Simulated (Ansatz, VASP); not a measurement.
# TaN in VASP and in Ansatz

The input INCAR:

```
  PREC = Accurate
  ENCUT = 520
  EDIFF = 1E-7
  ISMEAR = -1
  SIGMA = 0.06
  LREAL = F
  LASPH = T
  NELM = 80
  ALGO = Normal
  ISIF = 2
  LWAVE = F
  LCHARG = F
  GGA = PE
  NBANDS = 15
```

The input KPOINTS:

```
regular mesh
0
Gamma
  6 6 6
```

The input POSCAR:

```
TaN
1.0
    0.0000000000      2.2113230000      2.2113230000
    2.2113230000      0.0000000000      2.2113230000
    2.2113230000      2.2113230000      0.0000000000
Ta N
1 1
Direct
    0.5000000000      0.5000000000      0.5000000000
    0.0000000000      0.0000000000      0.0000000000
```

The input input.yaml:

```yaml
crystal:
  lattice:
    - [0.0, 2.211323, 2.211323]
    - [2.211323, 0.0, 2.211323]
    - [2.211323, 2.211323, 0.0]
  atoms:
    - { symbol: Ta, position: [0.5, 0.5, 0.5] }
    - { symbol: "N", position: [0.0, 0.0, 0.0] }
kpoints:
  mp_grid: { grid: [6, 6, 6] }
scf:
  occupations: { method: fermi_dirac, width: 0.06 }
hamiltonian:
  xc: pbe
  pseudopotentials: { kind: all_electron, lapw: { basis_error: 0.004 } }
output:
  forces: true
  stress: true
  eigenvalues: true
```

Alike in both runs: task single point; functional PBE; k mesh 6 × 6 × 6; occupations fermi-dirac, width 0.06 eV; no spin polarisation.

|  | VASP | Ansatz |
| --- | --- | --- |
| version | VASP 6.6.1 | Ansatz 0.2.0 |
| potentials or method | VASP PAW PBE potentials, release 64 (Ta_pv, N), cutoff 520 eV | all-electron LAPW, scalar-relativistic |

Ansatz gave:

| Quantity | Value |
| --- | --- |
| gap on the k mesh at the Fermi level (eV) | none |
| pressure (GPa) | -0.6 |

Task: Which values does VASP return?

Result: gap on the k mesh at the Fermi level (eV): none; pressure (GPa): 0.1.

A gap of «none» marks a metal or a gap that the smearing closes. Ansatz ran all-electron here, and VASP with PAW potentials.

The k mesh is coarse, so the values compare programs but aren't converged. Spin-orbit coupling is off throughout. Noted on Ansatz's run: the k mesh is thin for a metal, which can move the energy by tens of meV per atom.
